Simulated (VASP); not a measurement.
# Al2Pt (C2/m) in VASP: a series of runs

Runs on Al2Pt. Level: PBEsol. Tasks: single point.

Program: VASP 6.6.1. These are calculated values, not measurements. Logs are shortened: lines on timing, memory, paths and dates and some standing lists are left out, and cuts for length are marked.

### 1 The cell of the first run

The structure is monoclinic, space group C2/m (No. 12). The conventional cell has a = 7.222 Å, b = 4.169 Å, c = 10.284 Å, α = 90.00°, β = 96.72°, γ = 90.00°. Al (site symmetry m) has 4 Pt at 2.55 Å and 6 Al at 2.95 Å within 3.4 Å. Within 3.4 Å of Al (site symmetry m) lie 4 Pt at 2.55 to 2.82 Å and 5 Al at 2.69 to 2.95 Å. Al (site symmetry m) has 4 Pt at 2.55 Å and 6 Al at 2.95 Å within 3.4 Å. Pt (site symmetry 2/m) has 8 Al at 2.55 Å within 3.4 Å. Within 3.4 Å of Pt (site symmetry m) lie 8 Al at 2.55 to 2.82 Å.

### 2 Single point, PBEsol

INCAR reads:

```
  ALGO = Fast
  EDIFF = 1E-6
  ENCUT = 520
  GGA = PS
  ISIF = 2
  ISMEAR = 0
  LASPH = True
  LCHARG = False
  LREAL = False
  LWAVE = False
  NBANDS = 34
  NELM = 80
  PREC = Accurate
  SIGMA = 0.15
```

KPOINTS reads:

```
k-points
0
Gamma
  11 11 4
```

POSCAR reads:

```
Al2Pt
1.0
    2.9482572969     -2.9482572969      0.0000000000
    2.9482572969      0.0000000000     -2.9482572969
    6.8792670260      5.4051383776      5.4051383776
Al Pt
6 3
Direct
    0.5972194444      0.5972194444      0.4166833333
    0.9861083333     -0.0138916667      0.0833500000
    0.2083305556      0.2083305556      0.7500166667
    0.5138861111      0.5138861111      0.9166833333
    0.9027750000     -0.0972250000      0.5833500000
    0.2916638889      0.2916638889      0.2500166667
    0.2499972222      0.2499972222      0.5000166667
    0.6388861111      0.6388861111      0.1666833333
    0.8611083333     -0.1388916667      0.8333500000
```

Potentials or basis: VASP PAW PBE potentials, release 64 (Al, Pt).

On the command line:

```bash
> cat potpaw_PBE.64/Al/POTCAR potpaw_PBE.64/Pt/POTCAR > POTCAR
> mpirun -np 1 vasp_std > vasp.out
```

OUTCAR:

```text
EDIFF = 1E-6
   ENCUT = 520
   GGA = PS
   ISIF = 2
   ISMEAR = 0
   LASPH = True
   LREAL = False
   NELM = 80
   PREC = Accurate

 ion  position               nearest neighbor table
   1  0.597  0.597  0.417-   8 2.55   7 2.55   7 2.55   7 2.55   6 2.95   6 2.95   6 2.95   5 2.95
                             5 2.95   5 2.95
   2  0.986  0.986  0.083-   8 2.55   8 2.55   8 2.55   4 2.69   4 2.69   9 2.82   6 2.95   6 2.95
                             6 2.95
   3  0.208  0.208  0.750-   9 2.55   9 2.55   7 2.55   9 2.55   4 2.95   4 2.95   4 2.95   5 2.95
                             5 2.95   5 2.95
   4  0.514  0.514  0.917-   9 2.55   9 2.55   9 2.55   2 2.69   2 2.69   8 2.82   3 2.95   3 2.95
                             3 2.95
   5  0.903  0.903  0.583-   7 2.55   7 2.55   7 2.55   9 2.55   3 2.95   3 2.95   1 2.95   1 2.95
                             3 2.95   1 2.95
   6  0.292  0.292  0.250-   7 2.55   8 2.55   8 2.55   8 2.55   1 2.95   1 2.95   1 2.95   2 2.95
                             2 2.95   2 2.95
   7  0.250  0.250  0.500-   5 2.55   5 2.55   5 2.55   3 2.55   6 2.55   1 2.55   1 2.55   1 2.55

   8  0.639  0.639  0.167-   2 2.55   2 2.55   2 2.55   1 2.55   6 2.55   6 2.55   6 2.55   4 2.82

   9  0.861  0.861  0.833-   3 2.55   3 2.55   4 2.55   4 2.55   4 2.55   5 2.55   3 2.55   2 2.82

  LATTYP: Found a base centered monoclinic cell.
 ALAT       =     7.2217260078
 B/A-ratio  =     0.5773502692
 C/A-ratio  =     1.4240006242
 COS(beta)  =    -0.1170411472

  Lattice vectors:

 A1 = (  -2.9482572969,   2.9482572969,   0.0000000000)
 A2 = (  -2.9482572969,   0.0000000000,   2.9482572969)
 A3 = (   6.8792670260,   5.4051383776,   5.4051383776)

Analysis of symmetry for initial positions (statically):
=====================================================================
 Subroutine PRICEL returns:
 Original cell was already a primitive cell.

 Routine SETGRP: Setting up the symmetry group for a
 base centered monoclinic supercell.

 Subroutine GETGRP returns: Found  4 space group operations
 (whereof  2 operations were pure point group operations)
 out of a pool of  4 trial point group operations.

The static configuration has the point symmetry C_1h.
 The point group associated with its full space group is C_2h.

Analysis of symmetry for dynamics (positions and initial velocities):
=====================================================================
 Subroutine PRICEL returns:
 Original cell was already a primitive cell.

 Routine SETGRP: Setting up the symmetry group for a
 base centered monoclinic supercell.

 Subroutine GETGRP returns: Found  4 space group operations
 (whereof  2 operations were pure point group operations)
 out of a pool of  4 trial point group operations.

The dynamic configuration has the point symmetry C_1h.
 The point group associated with its full space group is C_2h.

 Subroutine INISYM returns: Found  4 space group operations
 (whereof  2 operations are pure point group operations),
 and found     1 'primitive' translations

----------------------------------------------------------------------------------------

                                     Primitive cell

  volume of cell :     153.7614

  direct lattice vectors                    reciprocal lattice vectors
     2.948257297 -2.948257297  0.000000000     0.103639379 -0.235544043  0.103639379
     2.948257297  0.000000000 -2.948257297     0.103639379  0.103639379 -0.235544043
     6.879267026  5.405138378  5.405138378     0.056530570  0.056530570  0.056530570

  length of vectors
     4.169465455  4.169465455 10.283742343     0.277422490  0.277422490  0.097913820

  position of ions in fractional coordinates (direct lattice)
     0.597219444  0.597219444  0.416683333
     0.986108333  0.986108333  0.083350000
     0.208330556  0.208330556  0.750016667
     0.513886111  0.513886111  0.916683333
     0.902775000  0.902775000  0.583350000
     0.291663889  0.291663889  0.250016667
     0.249997222  0.249997222  0.500016667
     0.638886111  0.638886111  0.166683333
     0.861108333  0.861108333  0.833350000

  ion indices of the primitive-cell ions
   primitive index   ion index
                 1           1
                 2           2
                 3           3
                 4           4
                 5           5
                 6           6
                 7           7
                 8           8
                 9           9

----------------------------------------------------------------------------------------

 KPOINTS: k-points

Automatic generation of k-mesh.
 Grid dimensions read from file:
 generate k-points for:   11   11    4

 Generating k-lattice:

  Cartesian coordinates                     Fractional coordinates (reciprocal lattice)
     0.009421762 -0.021413095  0.009421762     0.090909091  0.000000000  0.000000000
     0.009421762  0.009421762 -0.021413095     0.000000000  0.090909091  0.000000000
     0.014132643  0.014132643  0.014132643     0.000000000  0.000000000  0.250000000

  Length of vectors
     0.025220226  0.025220226  0.024478455

  Shift w.r.t. Gamma in fractional coordinates (k-lattice)
     0.000000000  0.000000000  0.000000000

 Subroutine IBZKPT returns following result:
 ===========================================

 Found    138 irreducible k-points:

 Following reciprocal coordinates:
            Coordinates               Weight
  0.000000  0.000000  0.000000      1.000000
  0.090909  0.000000 -0.000000      4.000000
  0.181818  0.000000 -0.000000      4.000000
  0.272727  0.000000  0.000000      4.000000
  0.363636  0.000000  0.000000      4.000000
  0.454545  0.000000  0.000000      4.000000
[... 16 lines left out ...]
 -0.272727  0.181818  0.000000      4.000000
 -0.181818  0.181818  0.000000      2.000000
 [... further k-points ...]
   k-points           NKPTS =    138   k-points in BZ     NKDIM =    138   number of bands    NBANDS=     34
   number of dos      NEDOS =    301   number of ions     NIONS =      9
   total plane-waves  NPLWV =  81920
   dimension x,y,z NGX =    32 NGY =   32 NGZ =   80
   dimension x,y,z NGXF=    64 NGYF=   64 NGZF=  160
   ions per type =               6   3
   NGX,Y,Z   is equivalent  to a cutoff of  12.76, 12.76, 12.93 a.u.
   NGXF,Y,Z  is equivalent  to a cutoff of  25.52, 25.52, 25.87 a.u.
 SYSTEM =  unknown system
   PREC   = accura    normal or accurate (medium, high low for compatibility)
   ISTART =      0    job   : 0-new  1-cont  2-samecut
   ICHARG =      2    charge: 1-file 2-atom 10-const
   ISPIN  =      1    spin polarized calculation?
   LNONCOLLINEAR =      F non collinear calculations
   LSORBIT =      F    spin-orbit coupling
   LASPH  =      T    aspherical Exc in radial PAW
   ENCUT  =  520.0 eV  38.22 Ry    6.18 a.u.   7.75  7.75 19.12*2*pi/ulx,y,z
   NELM   =     80;   NELMIN=  2; NELMDL= -5     # of ELM steps
   EDIFF  = 0.1E-05   stopping-criterion for ELM
   LREAL  =      F    real-space projection
   EDIFFG = 0.1E-04   stopping-criterion for IOM
   NSW    =      0    number of steps for IOM
   IBRION =     -1    ionic relax: 0-MD 1-quasi-New 2-CG
   NFREE  =      0    steps in history (QN), initial steepest desc. (CG)
   ISIF   =      2    stress and relaxation
   ISYM   =      2    0-nonsym 1-usesym 2-fastsym
   POTIM  = 0.5000    time-step for ionic-motion
   TEBEG  =    0.0;   TEEND  =   0.0 temperature during run
   PSTRESS=    0.0 pullay stress
   NELECT =      48.0000    total number of electrons
   NUPDOWN=      -1.0000    fix difference up-down
   EMIN   =  10.00;   EMAX   =-10.00  energy-range for DOS
   EFERMI =   0.00;   METHOD = LEGACY
   ISMEAR =     0;   SIGMA  =   0.15  broadening in eV -4-tet -1-fermi 0-gaus
   EFERMI_NEDOS =   21; number of points for ismear=-14 and -15
   IALGO  =     68    algorithm
   IMIX   =      4    mixing-type and parameters
     AMIX     =   0.40;   BMIX     =  1.00
     AMIX_MAG =   1.60;   BMIX_MAG =  1.00
  volume/ion in A,a.u.               =      17.08       115.29
  Fermi-wavevector in a.u.,A,eV,Ry     =   1.110553  2.098642 16.780458  1.233329
  Thomas-Fermi vector in A             =   2.247106
   LORBIT       =      0    0 simple, 1 ext, 2 COOP (PROOUT), +10 PAW based schemes
   GGA     = PS    functional components
   LHFCALC =     F    Hartree Fock is set to
   AEXX    =    0.0000 exact exchange contribution
   IVDW    =     0    specifies the selected vdW correction
   LEPSILON=     F    determine dielectric tensor
   LRPA    =     F    only Hartree local field effects (RPA)
 non-spin polarized calculation
 RMM-DIIS sequential band-by-band and
 Gauss-broadening in eV      SIGMA  =   0.15
  energy-cutoff  :      520.00
  volume of cell :      153.76
 maximum number of plane-waves:      4172
   NGX = 15   NGY = 15   NGZ = 39

 number of electron      48.0000003 magnetization

 Free energy of the ion-electron system (eV)
  ---------------------------------------------------
  ext. energy  EPLUGINS =         0.00000000
  ---------------------------------------------------
  free energy    TOTEN  =       -52.82682699 eV

  energy without entropy =      -52.78537797  energy(sigma->0) =      -52.80610248

 E-fermi :   7.9175     XC(G=0): -10.8605

 val. band max:        7.9091689966   @ k =  -0.0909   0.0909   0.0000
 cond. band min:       7.9179807316   @ k =   0.4545   0.1818   0.5000
 fundamental gap:      0.0088117349
 Fermi energy:         7.9175103107

 k-point     1 :       0.0000    0.0000    0.0000
  band No.  band energies     occupation
      1      -2.4096      2.00000
      2      -1.0266      2.00000
      3      -0.9842      2.00000
      4       2.2321      2.00000
      5       2.2852      2.00000
      6       2.7564      2.00000
[... 26 lines left out ...]
     33      12.9442      0.00000
     34      13.1646      0.00000
[... 820 lines left out ...]
      4       1.9671      2.00000
      5       2.0794      2.00000
      6       2.1584      2.00000
[... 26 lines left out ...]
     33      12.8586      0.00000
     34      13.3099      0.00000

 [... further k-points ...]

------------------------ aborting loop because EDIFF is reached ----------------------------------------

  FORCE on cell =-STRESS in cart. coord.  units (eV):
  Direction    XX          YY          ZZ          XY          YZ          ZX
  --------------------------------------------------------------------------------------
  -------------------------------------------------------------------------------------
  Total       -3.1892770     -0.0562966     -0.0562966     -1.7524131     -1.5512156     -1.7524136
  in kB      -33.2319192     -0.5866043     -0.5866043    -18.2599537    -16.1634982    -18.2599586
  external PRESSURE =     -11.4683760 kB  Pullay stress =       0.0000000 kB

 VOLUME and BASIS-vectors are now :
 -----------------------------------------------------------------------------
  energy-cutoff  :      520.00
  volume of cell :      153.76
      direct lattice vectors                 reciprocal lattice vectors
     2.948257297 -2.948257297  0.000000000     0.103639379 -0.235544043  0.103639379
     2.948257297  0.000000000 -2.948257297     0.103639379  0.103639379 -0.235544043
     6.879267026  5.405138378  5.405138378     0.056530570  0.056530570  0.056530570

 POSITION                                       TOTAL-FORCE (eV/Angst)
 -----------------------------------------------------------------------------------
      6.38799      0.49147      0.49147        -0.093877     -0.129369     -0.129369
      6.38799     -2.45678     -2.45678         0.046920      0.304131      0.304131
      6.38799      3.43973      3.43973         0.054572     -0.074190     -0.074190
      9.33625      3.43973      3.43973        -0.046920     -0.304131     -0.304131
      9.33625      0.49147      0.49147         0.093877      0.129369      0.129369
      3.43973      0.49147      0.49147        -0.054572      0.074190      0.074190
      4.91386      1.96560      1.96560         0.000000      0.000000      0.000000
      4.91386     -0.98265     -0.98265        -0.769335     -0.414935     -0.414935
     10.81038      1.96560      1.96560         0.769335      0.414935      0.414935
 -----------------------------------------------------------------------------------
    total drift:                               -0.000000     -0.000000     -0.000000

  FREE ENERGIE OF THE ION-ELECTRON SYSTEM (eV)
  ---------------------------------------------------
  free  energy   TOTEN  =       -52.8268269943 eV

  energy  without entropy=      -52.7853779681  energy(sigma->0) =      -52.80610248
```

Wall time 12 min (1 thread of Oxide Virtual Turin-like, shared host); peak memory 0.64 GiB.

Results:

```yaml
Free_energy: -52.8268 eV
Pressure: -1.1 GPa
Largest_force: 0.968 eV/Å
Band_gap_on_the_k_mesh: zero (band 24 reaches 10.15 eV, above the bottom of band 25 at 6.91 eV)
```

Forces in eV/Å, atoms in the order of the input:
```
Al  -0.094 -0.129 -0.129
Al   0.047  0.304  0.304
Al   0.055 -0.074 -0.074
Al  -0.047 -0.304 -0.304
Al   0.094  0.129  0.129
Al  -0.055  0.074  0.074
Pt   0.000  0.000  0.000
Pt  -0.769 -0.415 -0.415
Pt   0.769  0.415  0.415
```

Levels at points of the mesh, in eV from the Fermi level:
```tsv
k point	band 20	band 21	band 22	band 23	band 24	band 25	band 26	band 27	band 28	band 29
(0.00, 0.00, 0.00)	-1.81	1.33	1.48	1.61	2.20	2.78	3.20	3.47	3.48	3.80
(0.00, 0.00, 0.50)	0.29	0.86	1.08	1.51	2.14	2.50	2.70	3.16	3.32	3.54
```

Caveat: the PAW data sets were made with another functional, which shifts forces and pressure a little; spin-orbit coupling is left out, which moves the levels of the heavy elements.

### 3 Single point, PBEsol

INCAR reads:

```
SYSTEM = Al2Pt
PREC = Accurate ; ENCUT = 520
EDIFF = 1E-6 ; ISMEAR = 0
SIGMA = 0.15 ; LREAL = .False.
LASPH = .True. ; NELM = 80
ALGO = Fast ; ISIF = 2
LWAVE = .False. ; LCHARG = .False.
GGA = PS ; NBANDS = 34
```

KPOINTS reads:

```
regular mesh
0
Gamma
  11 11 4
  0 0 0
```

POSCAR reads:

```
Al2Pt
1.0
    2.9482572969     -2.9482572969      0.0000000000
    2.9482572969      0.0000000000     -2.9482572969
    7.3706432422      5.1594502695      5.1594502695
Al Pt
6 3
Direct
    0.5624958333      0.5624958333      0.4166833333
    0.9791625000     -0.0208375000      0.0833500000
    0.1458291667      0.1458291667      0.7500166667
    0.4374958333      0.4374958333      0.9166833333
    0.8541625000     -0.1458375000      0.5833500000
    0.2708291667      0.2708291667      0.2500166667
    0.2083291667      0.2083291667      0.5000166667
    0.6249958333      0.6249958333      0.1666833333
    0.7916625000     -0.2083375000      0.8333500000
```

Potentials or basis: VASP PAW PBE potentials, release 64 (Al, Pt).

On the command line:

```bash
> cat potpaw_PBE.64/Al/POTCAR potpaw_PBE.64/Pt/POTCAR > POTCAR
> mpirun -np 1 vasp_std > vasp.out
```

Run time: 16 min. Hardware: 1 thread of Oxide Virtual Turin-like, shared host; peak memory 0.64 GiB.

It converged, with:

| Property | Result |
| --- | --- |
| Free energy | -52.5451 eV |
| Pressure | -2.0 GPa |
| Largest force | 1.064 eV/Å |
| Band gap on the k mesh | zero (band 24 reaches 10.37 eV, above the bottom of band 25 at 6.93 eV) |

Forces in eV/Å, atoms in the order of the input:
```
Al  -0.139 -0.168 -0.168
Al   0.184  0.168  0.168
Al  -0.019 -0.106 -0.106
Al  -0.184 -0.168 -0.168
Al   0.139  0.168  0.168
Al   0.019  0.106  0.106
Pt   0.000  0.000  0.000
Pt  -0.835 -0.465 -0.465
Pt   0.835  0.465  0.465
```

Stress tensor (GPa, compression positive):
```
-3.63 -1.86 -1.86
-1.86 -1.14 -1.94
-1.86 -1.94 -1.14
```

Levels at points of the mesh, in eV from the Fermi level:
| k point | band 22 | band 23 | band 24 | band 25 | band 26 | band 27 |
| --- | --- | --- | --- | --- | --- | --- |
| (0.00, 0.00, 0.00) | 1.35 | 2.02 | 2.39 | 2.73 | 3.02 | 3.27 |
| (0.00, 0.00, 0.50) | 1.37 | 1.65 | 1.84 | 2.20 | 2.53 | 2.71 |

Caveat: the PAW data sets were made with another functional, which shifts forces and pressure a little; spin-orbit coupling is left out, which moves the levels of the heavy elements.
